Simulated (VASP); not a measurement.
Input of a VASP 6.6.1 run:

Contents of INCAR:

```
SYSTEM = HfC
  PREC = Accurate
  ENCUT = 600
  EDIFF = 1E-6
  ISMEAR = 0
  SIGMA = 0.2
  LREAL = .False.
  LASPH = .True.
  NELM = 80
  ALGO = Normal
  ISIF = 3
  LWAVE = .False.
  LCHARG = .False.
  GGA = PE
  IBRION = 2
  NSW = 80
  EDIFFG = -0.025
```

File KPOINTS:

```
regular mesh
0
Gamma
  6 4 4
  0 0 0
```

Contents of POSCAR:

```
HfC
1.0
    3.2873366329     -0.0317418643     -0.0057610981
   -0.0549785217      5.5030245061     -0.0323162359
   -0.0103791053     -0.0336135814      5.7397322128
Hf C
4 4
Direct
    0.5293346191      0.2050153722      0.0250984109
    0.5177326761      0.1826104725      0.4824696897
    1.0577992624      0.6865360155      0.0159060898
    0.8818185501      0.6097887846      0.5352681574
    1.0087894217      0.3304092859      0.2531746935
    1.0247911281      0.3355875206      0.7366335123
    0.4158080999      0.8081962983      0.2457158369
    0.5639262425      0.8418562504      0.7057336095
```

Potentials or basis: VASP PAW PBE potentials, release 64 (Hf_pv, C).

Command:

```sh
$ cat potpaw_PBE.64/Hf_pv/POTCAR potpaw_PBE.64/C/POTCAR > POTCAR
$ mpirun -np 1 vasp_std > vasp.out
```

Predict the relaxed volume.

12.51 Å³/atom.

Predict the space group after relaxing (to 0.1 Å).

Fm-3m (No. 225).

Step by step:
| step | energy change (eV) | largest force (eV/Å) | pressure (GPa) | volume (Å³) |
| --- | --- | --- | --- | --- |
| 1 | 0.0000 | 7.5795 | 21.19 | 103.82 |
| 2 | -1.2078 | 2.3484 | -26.21 | 131.31 |
| 3 | -3.2912 | 2.2180 | -13.45 | 116.25 |
| 4 | -3.3019 | 2.3463 | -12.51 | 115.65 |
| 5 | -4.2814 | 2.0163 | 6.63 | 103.43 |
| 6 | -4.2953 | 1.9941 | 4.13 | 104.59 |
| 7 | -4.7538 | 1.1489 | 2.72 | 104.72 |
| 8 | -4.7972 | 1.6371 | 2.99 | 104.72 |
| 9 | -5.1407 | 1.3560 | -2.46 | 108.25 |
| 10 | -5.1696 | 1.4958 | -3.79 | 109.55 |
| 11 | -5.5328 | 1.6191 | 2.55 | 107.10 |
| 12 | -5.5485 | 4.6307 | 24.66 | 99.98 |
| 13 | -5.7268 | 3.3048 | 14.83 | 103.01 |
| 14 | -5.7920 | 3.4015 | 15.05 | 102.96 |
| 15 | -5.9980 | 3.6730 | 15.63 | 102.78 |
| 16 | -6.4140 | 4.0955 | 16.49 | 102.29 |
| 17 | -6.8859 | 4.4914 | 17.42 | 100.87 |
| 18 | -7.3892 | 4.1349 | 12.11 | 101.93 |
| 19 | -8.0814 | 3.2956 | -0.43 | 104.66 |
| 20 | -8.1101 | 3.1558 | -2.79 | 105.24 |
| 21 | -8.5099 | 2.9961 | -3.21 | 104.93 |
| 22 | -9.4791 | 2.4947 | -3.69 | 103.89 |
| 23 | -10.2420 | 2.1922 | -1.11 | 101.45 |
| 24 | -10.4293 | 1.5941 | -0.68 | 100.88 |
| 25 | -10.6111 | 0.4064 | 1.90 | 99.40 |
| 26 | -10.6145 | 0.4312 | 1.45 | 99.59 |
| 27 | -10.6809 | 0.2579 | -0.09 | 100.16 |
| 28 | -10.6979 | 0.1340 | -1.29 | 100.63 |
| 29 | -10.7020 | 0.0906 | 0.25 | 99.99 |
| 30 | -10.7020 | 0.0905 | 0.25 | 99.99 |
| 31 | -10.7028 | 0.0570 | 0.11 | 100.04 |
| 32 | -10.7031 | 0.0335 | -0.04 | 100.10 |
| 33 | -10.7032 | 0.0161 | 0.01 | 100.08 |
